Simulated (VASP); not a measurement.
# BeS (F-43m) in VASP: a series of runs

BeS is run at these levels: PBE, PBEsol; tasks: density of states, vibrations by perturbation theory, elastic constants.

Program: VASP 6.6.1. These are calculated values, not measurements. Logs are shortened: lines on timing, memory, paths and dates and some standing lists are left out, and cuts for length are marked.

### 1 The cell of the first run

The structure is cubic, space group F-43m (No. 216). Conventional cell: a = 4.876 Å, b = 4.876 Å, c = 4.876 Å, α = 90.00°, β = 90.00°, γ = 90.00°. Be (site symmetry -43m) has 4 S at 2.11 Å within 2.8 Å. S (site symmetry -43m) has 4 Be at 2.11 Å within 2.8 Å.

### 2 Density of states, PBE

File POSCAR:

```
BeS
1.0
    0.0000000000      2.4381650070      2.4381650070
    2.4381650070      0.0000000000      2.4381650070
    2.4381650070      2.4381650070      0.0000000000
Be S
1 1
Direct
    0.7500000000      0.7500000000      0.7500000000
    0.0000000000      0.0000000000      0.0000000000
```

File INCAR.step1:

```
SYSTEM = BeS
  PREC = Accurate
  ENCUT = 520
  EDIFF = 1E-6
  ISMEAR = 0
  SIGMA = 0.02
  LREAL = .FALSE.
  LASPH = .TRUE.
  NELM = 100
  ALGO = Normal
  ISIF = 2
  LWAVE = .FALSE.
  LCHARG = .TRUE.
  GGA = PE
  NBANDS = 11
```

File KPOINTS.step1:

```
Automatic mesh
0
G
  8 8 8
  0 0 0
```

File INCAR.step2:

```
SYSTEM = BeS
  PREC = Accurate
  ENCUT = 520
  EDIFF = 1E-6
  ISMEAR = -5
  SIGMA = 0.02
  LREAL = .FALSE.
  LASPH = .TRUE.
  NELM = 100
  ALGO = Normal
  ISIF = 2
  LWAVE = .FALSE.
  LCHARG = .FALSE.
  GGA = PE
  LORBIT = 11
  NEDOS = 1001
  ICHARG = 11
```

File KPOINTS.step2:

```
Automatic mesh
0
G
  12 12 12
  0 0 0
```

Potentials or basis: VASP PAW PBE potentials, release 64 (Be, S).

Started as:

```console
$ cat potpaw_PBE.64/Be/POTCAR potpaw_PBE.64/S/POTCAR > POTCAR
$ cp INCAR.step1 INCAR
$ cp KPOINTS.step1 KPOINTS
$ mpirun -np 1 vasp_std > vasp.out
$ cp INCAR.step2 INCAR
$ cp KPOINTS.step2 KPOINTS
$ mpirun -np 1 vasp_std > vasp.out
```

OUTCAR:

```text
SYSTEM = BeS
   PREC = Accurate
   ENCUT = 520
   EDIFF = 1E-6
   ISMEAR = -5
   LREAL = .FALSE.
   LASPH = .TRUE.
   NELM = 100
   ISIF = 2
   GGA = PE
   LORBIT = 11
   ICHARG = 11

 ion  position               nearest neighbor table
   1  0.750  0.750  0.750-   2 2.11   2 2.11   2 2.11   2 2.11
   2  0.000  0.000  0.000-   1 2.11   1 2.11   1 2.11   1 2.11

  LATTYP: Found a face centered cubic cell.
 ALAT       =     4.8763300140

  Lattice vectors:

 A1 = (   0.0000000000,   2.4381650070,   2.4381650070)
 A2 = (   2.4381650070,   0.0000000000,   2.4381650070)
 A3 = (   2.4381650070,   2.4381650070,   0.0000000000)

Analysis of symmetry for initial positions (statically):
=====================================================================
 Subroutine PRICEL returns:
 Original cell was already a primitive cell.

 Routine SETGRP: Setting up the symmetry group for a
 face centered cubic supercell.

 Subroutine GETGRP returns: Found 24 space group operations
 (whereof 24 operations were pure point group operations)
 out of a pool of 48 trial point group operations.

The static configuration has the point symmetry T_d .

Analysis of symmetry for dynamics (positions and initial velocities):
=====================================================================
 Subroutine PRICEL returns:
 Original cell was already a primitive cell.

 Routine SETGRP: Setting up the symmetry group for a
 face centered cubic supercell.

 Subroutine GETGRP returns: Found 24 space group operations
 (whereof 24 operations were pure point group operations)
 out of a pool of 48 trial point group operations.

The dynamic configuration has the point symmetry T_d .

 Subroutine INISYM returns: Found 24 space group operations
 (whereof 24 operations are pure point group operations),
 and found     1 'primitive' translations

----------------------------------------------------------------------------------------

                                     Primitive cell

  volume of cell :      28.9881

  direct lattice vectors                    reciprocal lattice vectors
     0.000000000  2.438165007  2.438165007    -0.205072257  0.205072257  0.205072257
     2.438165007  0.000000000  2.438165007     0.205072257 -0.205072257  0.205072257
     2.438165007  2.438165007  0.000000000     0.205072257  0.205072257 -0.205072257

  length of vectors
     3.448086020  3.448086020  3.448086020     0.355195568  0.355195568  0.355195568

  position of ions in fractional coordinates (direct lattice)
     0.750000000  0.750000000  0.750000000
     0.000000000  0.000000000  0.000000000

  ion indices of the primitive-cell ions
   primitive index   ion index
                 1           1
                 2           2

----------------------------------------------------------------------------------------

 KPOINTS: Automatic mesh

Automatic generation of k-mesh.
 Grid dimensions read from file:
 generate k-points for:   12   12   12

 Generating k-lattice:

  Cartesian coordinates                     Fractional coordinates (reciprocal lattice)
    -0.017089355  0.017089355  0.017089355     0.083333333  0.000000000  0.000000000
     0.017089355 -0.017089355  0.017089355     0.000000000  0.083333333  0.000000000
     0.017089355  0.017089355 -0.017089355     0.000000000  0.000000000  0.083333333

  Length of vectors
     0.029599631  0.029599631  0.029599631

  Shift w.r.t. Gamma in fractional coordinates (k-lattice)
     0.000000000  0.000000000  0.000000000

 TETIRR: Found    247 inequivalent tetrahedra from    10368

 Subroutine IBZKPT returns following result:
 ===========================================

 Found     72 irreducible k-points:

 Following reciprocal coordinates:
            Coordinates               Weight
  0.000000  0.000000  0.000000      1.000000
  0.083333  0.000000  0.000000      8.000000
  0.166667  0.000000  0.000000      8.000000
  0.250000  0.000000  0.000000      8.000000
  0.333333  0.000000  0.000000      8.000000
  0.416667  0.000000  0.000000      8.000000
[... 16 lines left out ...]
  0.500000  0.166667  0.000000     24.000000
 -0.416667  0.166667  0.000000     24.000000
 [... further k-points ...]
   k-points           NKPTS =     72   k-points in BZ     NKDIM =     72   number of bands    NBANDS=      8
   number of dos      NEDOS =   1001   number of ions     NIONS =      2
   total plane-waves  NPLWV =  21952
   dimension x,y,z NGX =    28 NGY =   28 NGZ =   28
   dimension x,y,z NGXF=    56 NGYF=   56 NGZF=   56
   ions per type =               1   1
   NGX,Y,Z   is equivalent  to a cutoff of  13.50, 13.50, 13.50 a.u.
   NGXF,Y,Z  is equivalent  to a cutoff of  27.00, 27.00, 27.00 a.u.
 SYSTEM =  BeS
   PREC   = accura    normal or accurate (medium, high low for compatibility)
   ISTART =      0    job   : 0-new  1-cont  2-samecut
   ICHARG =     11    charge: 1-file 2-atom 10-const
   ISPIN  =      1    spin polarized calculation?
   LNONCOLLINEAR =      F non collinear calculations
   LSORBIT =      F    spin-orbit coupling
   LASPH  =      T    aspherical Exc in radial PAW
   ENCUT  =  520.0 eV  38.22 Ry    6.18 a.u.   6.41  6.41  6.41*2*pi/ulx,y,z
   NELM   =    100;   NELMIN=  2; NELMDL=  0     # of ELM steps
   EDIFF  = 0.1E-05   stopping-criterion for ELM
   LREAL  =      F    real-space projection
   EDIFFG = 0.1E-04   stopping-criterion for IOM
   NSW    =      0    number of steps for IOM
   IBRION =     -1    ionic relax: 0-MD 1-quasi-New 2-CG
   NFREE  =      0    steps in history (QN), initial steepest desc. (CG)
   ISIF   =      2    stress and relaxation
   ISYM   =      2    0-nonsym 1-usesym 2-fastsym
   POTIM  = 0.5000    time-step for ionic-motion
   TEBEG  =    0.0;   TEEND  =   0.0 temperature during run
   PSTRESS=    0.0 pullay stress
   NELECT =       8.0000    total number of electrons
   NUPDOWN=      -1.0000    fix difference up-down
   EMIN   =  10.00;   EMAX   =-10.00  energy-range for DOS
   EFERMI =   0.00;   METHOD = LEGACY
   ISMEAR =    -5;   SIGMA  =   0.02  broadening in eV -4-tet -1-fermi 0-gaus
   EFERMI_NEDOS =   21; number of points for ismear=-14 and -15
   IALGO  =     38    algorithm
   IMIX   =      4    mixing-type and parameters
     AMIX     =   0.40;   BMIX     =  1.00
     AMIX_MAG =   1.60;   BMIX_MAG =  1.00
  volume/ion in A,a.u.               =      14.49        97.81
  Fermi-wavevector in a.u.,A,eV,Ry     =   1.065856  2.014175 15.456876  1.136048
  Thomas-Fermi vector in A             =   2.201421
   LORBIT       =     11    0 simple, 1 ext, 2 COOP (PROOUT), +10 PAW based schemes
   GGA     = PE    functional components
   LHFCALC =     F    Hartree Fock is set to
   AEXX    =    0.0000 exact exchange contribution
   IVDW    =     0    specifies the selected vdW correction
   LEPSILON=     F    determine dielectric tensor
   LRPA    =     F    only Hartree local field effects (RPA)
 non-spin polarized calculation
 Fermi weights with tetrahedron method with Bloechl corrections
  energy-cutoff  :      520.00
  volume of cell :       28.99
 maximum number of plane-waves:       797
 NGX is ok and might be reduce to    28

 number of electron       7.9999999 magnetization

 Free energy of the ion-electron system (eV)
  ---------------------------------------------------
  ext. energy  EPLUGINS =         0.00000000
  ---------------------------------------------------
  free energy    TOTEN  =       -10.01352566 eV

  energy without entropy =      -10.01352566  energy(sigma->0) =      -10.01352566

 E-fermi :   4.0325     XC(G=0):  -9.6636

 val. band max:        4.0083455625   @ k =   0.0000   0.0000   0.0000
 cond. band min:       7.1548784905   @ k =   0.5000   0.5000   0.0000
 fundamental gap:      3.1465329280
 Fermi energy:         4.0325348009

 k-point     1 :       0.0000    0.0000    0.0000
  band No.  band energies     occupation
      1      -9.5763      2.00000
      2       4.0083      2.00000
      3       4.0083      2.00000
      4       4.0083      2.00000
      5       9.6841      0.00000
      6       9.6841      0.00000
      7       9.6841      0.00000
      8       9.7573      0.00000

 k-point     2 :       0.0833    0.0000    0.0000
  band No.  band energies     occupation
      1      -9.4984      2.00000
      2       3.4212      2.00000
      3       3.9164      2.00000
      4       3.9164      2.00000
      5       9.5957      0.00000
      6       9.8517      0.00000
      7       9.8517      0.00000
      8      10.4408      0.00000

 k-point     3 :       0.1667    0.0000    0.0000
  band No.  band energies     occupation
      1      -9.2725      2.00000
      2       2.1485      2.00000
      3       3.6903      2.00000
      4       3.6903      2.00000
      5       9.5573      0.00000
      6      10.2386      0.00000
      7      10.2386      0.00000
      8      11.7596      0.00000

 k-point     4 :       0.2500    0.0000    0.0000
  band No.  band energies     occupation
      1      -8.9258      2.00000
      2       0.7569      2.00000
      3       3.4255      2.00000
      4       3.4255      2.00000
      5       9.5155      0.00000
      6      10.5711      0.00000
      7      10.5711      0.00000
      8      13.1589      0.00000

 k-point     5 :       0.3333    0.0000    0.0000
  band No.  band energies     occupation
      1      -8.5174      2.00000
      2      -0.4750      2.00000
      3       3.1974      2.00000
      4       3.1974      2.00000
      5       9.4729      0.00000
      6      10.6646      0.00000
      7      10.6646      0.00000
      8      14.2992      0.00000
[... 177 lines left out ...]
 k-point    22 :       0.4167    0.1667    0.0000
  band No.  band energies     occupation
      1      -8.1801      2.00000
      2      -0.6101      2.00000
      3       2.2268      2.00000
      4       2.4613      2.00000
      5       9.2917      0.00000
      6      11.4616      0.00000
      7      12.0672      0.00000
      8      12.4976      0.00000

 k-point    23 :       0.5000    0.1667    0.0000
  band No.  band energies     occupation
      1      -7.9016      2.00000
      2      -1.2354      2.00000
      3       1.9093      2.00000
      4       2.4991      2.00000
      5       9.4058      0.00000
      6      11.3649      0.00000
      7      11.8482      0.00000
      8      13.8117      0.00000

 k-point    24 :      -0.4167    0.1667    0.0000
  band No.  band energies     occupation
      1      -7.8586      2.00000
      2      -1.3246      2.00000
      3       1.6998      2.00000
      4       2.6660      2.00000
      5       9.6130      0.00000
      6      11.3076      0.00000
      7      11.6198      0.00000
      8      14.8525      0.00000

 [... further k-points ...]
[... 5 lines left out ...]
  --------------------------------------------------------------------------------------
  -------------------------------------------------------------------------------------
  Total       -0.0027594     -0.0027594     -0.0027594      0.0000000      0.0000000      0.0000000
  in kB       -0.1525102     -0.1525102     -0.1525102      0.0000000      0.0000000      0.0000000
  external PRESSURE =      -0.1525102 kB  Pullay stress =       0.0000000 kB

 VOLUME and BASIS-vectors are now :
 -----------------------------------------------------------------------------
  energy-cutoff  :      520.00
  volume of cell :       28.99
      direct lattice vectors                 reciprocal lattice vectors
     0.000000000  2.438165007  2.438165007    -0.205072257  0.205072257  0.205072257
     2.438165007  0.000000000  2.438165007     0.205072257 -0.205072257  0.205072257
     2.438165007  2.438165007  0.000000000     0.205072257  0.205072257 -0.205072257

 POSITION                                       TOTAL-FORCE (eV/Angst)
 -----------------------------------------------------------------------------------
      3.65725      3.65725      3.65725         0.000000      0.000000      0.000000
      0.00000      0.00000      0.00000        -0.000000     -0.000000     -0.000000
 -----------------------------------------------------------------------------------
    total drift:                               -0.000000     -0.000000      0.000000

  FREE ENERGIE OF THE ION-ELECTRON SYSTEM (eV)
  ---------------------------------------------------
  free  energy   TOTEN  =       -10.0135256617 eV

  energy  without entropy=      -10.0135256617  energy(sigma->0) =      -10.01352566

 total charge

# of ion       s       p       d       tot
------------------------------------------
    1        0.383   0.637   0.000   1.021
    2        1.305   2.524   0.000   3.829
--------------------------------------------------
tot          1.689   3.161   0.000   4.850
```

Wall time 21 s (1 thread of Intel Xeon Platinum 8259CL at 2.50GHz (Skylake/Cascade Lake), shared host); peak memory 0.15 GiB.

Results:

| Item | Value |
| --- | --- |
| Valence electrons inside the program's atomic spheres | Be 1.02; S 3.83 |

### 3 Vibrations by perturbation theory, PBE

File INCAR:

```
ALGO = Normal
EDIFF = 1E-8
ENCUT = 520
GGA = PE
IBRION = 8
ISIF = 2
ISMEAR = 0
LASPH = True
LCHARG = True
LEPSILON = True
LREAL = False
LWAVE = False
NBANDS = 11
NELM = 100
NSW = 1
PREC = Accurate
SIGMA = 0.01
```

File KPOINTS:

```
k-points
0
Gamma
  8 8 8
```

File POSCAR:

```
BeS
1.0
    0.0000000000      2.4381082226      2.4381082226
    2.4381082226      0.0000000000      2.4381082226
    2.4381082226      2.4381082226      0.0000000000
Be S
1 1
Direct
    0.7500000000      0.7500000000      0.7500000000
    0.0000000000      0.0000000000      0.0000000000
```

Potentials or basis: VASP PAW PBE potentials, release 64 (Be, S).

Started as:

```console
$ cat potpaw_PBE.64/Be/POTCAR potpaw_PBE.64/S/POTCAR > POTCAR
$ mpirun -np 1 vasp_std > vasp.out
```

OUTCAR:

```text
EDIFF = 1E-8
   ENCUT = 520
   GGA = PE
   IBRION = 8
   ISIF = 2
   ISMEAR = 0
   LASPH = True
   LEPSILON = True
   LREAL = False
   NELM = 100
   NSW = 1
   PREC = Accurate

 ion  position               nearest neighbor table
   1  0.750  0.750  0.750-   2 2.11   2 2.11   2 2.11   2 2.11
   2  0.000  0.000  0.000-   1 2.11   1 2.11   1 2.11   1 2.11

  LATTYP: Found a face centered cubic cell.
 ALAT       =     4.8762164452

  Lattice vectors:

 A1 = (   0.0000000000,   2.4381082226,   2.4381082226)
 A2 = (   2.4381082226,   0.0000000000,   2.4381082226)
 A3 = (   2.4381082226,   2.4381082226,   0.0000000000)

Analysis of symmetry for initial positions (statically):
=====================================================================
 Subroutine PRICEL returns:
 Original cell was already a primitive cell.

 Routine SETGRP: Setting up the symmetry group for a
[... 635 lines left out ...]

 SECOND DERIVATIVES (NOT SYMMETRIZED)
 ------------------------------------
               1X          1Y          1Z          2X          2Y          2Z
  1X    -8.029250    0.000000    0.000000    8.029250    0.000000    0.000000
  1Y     0.000000   -8.029250    0.000000    0.000000    8.029250    0.000000
  1Z     0.000000    0.000000   -8.029250    0.000000    0.000000    8.029250
  2X     8.028828    0.000000    0.000000   -8.028828    0.000000    0.000000
  2Y     0.000000    8.028828    0.000000    0.000000   -8.028828    0.000000
  2Z     0.000000    0.000000    8.028828    0.000000    0.000000   -8.028828

 Eigenvectors and eigenvalues of the dynamical matrix
 ----------------------------------------------------

   1 f  =   16.700850 THz   104.934535 2PiTHz  557.080389 cm-1    69.069134 meV
             X         Y         Z           dx          dy          dz
      3.657162  3.657162  3.657162    -0.883517   -0.000000    0.000000
      0.000000  0.000000  0.000000     0.468399    0.000000    0.000000
[... 21 lines left out ...]
   6 f/i=    0.000182 THz     0.001142 2PiTHz    0.006061 cm-1     0.000751 meV
             X         Y         Z           dx          dy          dz
      3.657162  3.657162  3.657162    -0.460261    0.086717    0.006114
      0.000000  0.000000  0.000000    -0.868167    0.163569    0.011532

--------------------------------------------------------------------------------------------------------

 MACROSCOPIC STATIC DIELECTRIC TENSOR IONIC CONTRIBUTION
 ------------------------------------------------------
           2.067896     0.000000    -0.000000
           0.000000     2.067896     0.000000
          -0.000000     0.000000     2.067896
 ------------------------------------------------------

 ELASTIC MODULI CONTR FROM IONIC RELAXATION (kBar)
 Direction    XX          YY          ZZ          XY          YZ          ZX
 --------------------------------------------------------------------------------
 XX          -0.0000     -0.0000     -0.0000      0.0000      0.0000     -0.0000
 YY          -0.0000     -0.0000     -0.0000      0.0000      0.0000      0.0000
 ZZ          -0.0000     -0.0000     -0.0000      0.0000      0.0000     -0.0000
 XY           0.0000      0.0000      0.0000   -102.3857      0.0000     -0.0000
 YZ           0.0000      0.0000      0.0000      0.0000   -102.3857     -0.0000
 ZX          -0.0000      0.0000     -0.0000     -0.0000     -0.0000   -102.3857
 --------------------------------------------------------------------------------

 PIEZOELECTRIC TENSOR IONIC CONTR  for field in x, y, z        (C/m^2)
          XX          YY          ZZ          XY          YZ          ZX
  --------------------------------------------------------------------------------
  x    -0.00000    -0.00000    -0.00000    -0.00000     0.43297     0.00000
  y     0.00000    -0.00000     0.00000     0.00000     0.00000     0.43297
  z    -0.00000    -0.00000    -0.00000     0.43297    -0.00000     0.00000
```

OSZICAR:

```text
N       E                     dE             d eps       ncg     rms          rms(c)
DAV:   1     0.145811348841E+02    0.14581E+02   -0.35069E+03   638   0.597E+02
DAV:   2    -0.910228527521E+01   -0.23683E+02   -0.21838E+02   887   0.105E+02
[... 160 lines left out ...]
RMM:   7    -0.102805702545E+00   -0.53462E-05   -0.65945E-07  3506   0.156E-03    0.111E-03
RMM:   8    -0.102802334859E+00    0.33677E-05   -0.19584E-08  3686   0.369E-04    0.215E-04
RMM:   9    -0.102801477368E+00    0.85749E-06    0.77722E-08  3648   0.152E-04    0.167E-05
RMM:  10    -0.102801407508E+00    0.69860E-07    0.19575E-08  3797   0.277E-05    0.195E-05
RMM:  11    -0.102801453150E+00   -0.45642E-07   -0.80421E-09  3748   0.843E-06    0.423E-06
RMM:  12    -0.102801449997E+00    0.31531E-08    0.13538E-08  3560   0.307E-06    0.321E-06
 Linear response finished
```

Run time: 11 min. Hardware: 1 thread of AMD EPYC 7R13, shared host; peak memory 0.19 GiB.

What came out:

```
Electronic dielectric tensor (diagonal)                 : 5.28
Born charges (mean of the diagonal)                     : Be +1.63; S -1.63 e
Highest phonon frequency at Γ, LO-TO splitting left out : 557 cm⁻¹
```

Phonon frequencies in cm⁻¹ (negative: imaginary):
| q point | frequencies |
| --- | --- |
| (0.000, 0.000, 0.000) | 0 0 0 557 557 557 |

Electronic dielectric tensor:
```
5.28 0.00 0.00
0.00 5.28 0.00
0.00 0.00 5.28
```

Born effective charge tensors (e):
atom 1, Be
```
1.63 0.00 0.00
0.00 1.63 0.00
0.00 0.00 1.63
```
atom 2, S
```
-1.63  0.00  0.00
 0.00 -1.63  0.00
 0.00  0.00 -1.63
```

(Part 1 of 2 ends here.)
